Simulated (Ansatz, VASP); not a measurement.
# Ca: VASP beside Ansatz

File INCAR:

```
  PREC = Accurate
  ENCUT = 500
  EDIFF = 1E-7
  ISMEAR = 0
  SIGMA = 0.1
  LREAL = F
  LASPH = T
  NELM = 120
  ALGO = Normal
  ISIF = 3
  LWAVE = F
  LCHARG = F
  GGA = PS
  IBRION = 2
  NSW = 80
  EDIFFG = -0.01
  GGA_COMPAT = F
  NELMIN = 4
```

KPOINTS

```
regular mesh
0
Gamma
  12 12 8
```

Contents of POSCAR:

```
Ca
1.0
    3.3823362313      0.0000000000      0.0000000000
   -1.6911681156      2.9291891005      0.0000000000
    0.0000000000      0.0000000000      6.4451738692
Ca
2
Direct
    0.3333333333      0.6666666667      0.2500000000
    0.6666666667      0.3333333333      0.7500000000
```

Input for Ansatz:

```yaml
crystal:
  lattice:
    - [3.3823362313, 0.0, 0.0]
    - [-1.6911681156, 2.9291891005, 0.0]
    - [0.0, 0.0, 6.4451738692]
  atoms:
    - { symbol: Ca, position: [0.3333333333, 0.6666666667, 0.25] }
    - { symbol: Ca, position: [0.6666666667, 0.3333333333, 0.75] }
basis:
  ecutwfc: 420
kpoints:
  mp_grid: { grid: [12, 12, 8] }
hamiltonian:
  xc: pbesol
scf:
  occupations: { method: gaussian, width: 0.1 }
output:
  forces: true
  stress: true
  eigenvalues: true
relax:
  adjacent_minimum: "off"
  f_tol: 0.01
  max_steps: 60
  cell: { stress_tol: 0.1 }
```

Alike in both runs: task relaxation of cell and atoms; functional PBEsol; k mesh 12 × 12 × 8; occupations gaussian, width 0.1 eV; no spin polarisation.

|  | VASP | Ansatz |
| --- | --- | --- |
| version | VASP 6.6.1 | Ansatz 0.2.0 |
| potentials or method | VASP PAW PBE potentials, release 64 (Ca_sv), cutoff 500 eV | scalar-relativistic, plane waves, PAW |
| valence electrons in the cell | 20 | 20 |

```csv
,VASP,Ansatz,Ansatz less VASP
"gap on the k mesh at the Fermi level, each at its own relaxed structure (eV)",none,none,-
relaxed volume (Å³/atom),40.78,40.73,-0.052
relaxed length of the cell vector where the two differ most in proportion (Å),6.348,6.341,-0.0063
```

VASP's potentials were made for PBE, not for PBEsol. A gap of «none» marks a metal or a gap that the smearing closes.

Noted on VASP's run: the volume moved by over 15 % at a fixed basis, so the end points are rough.
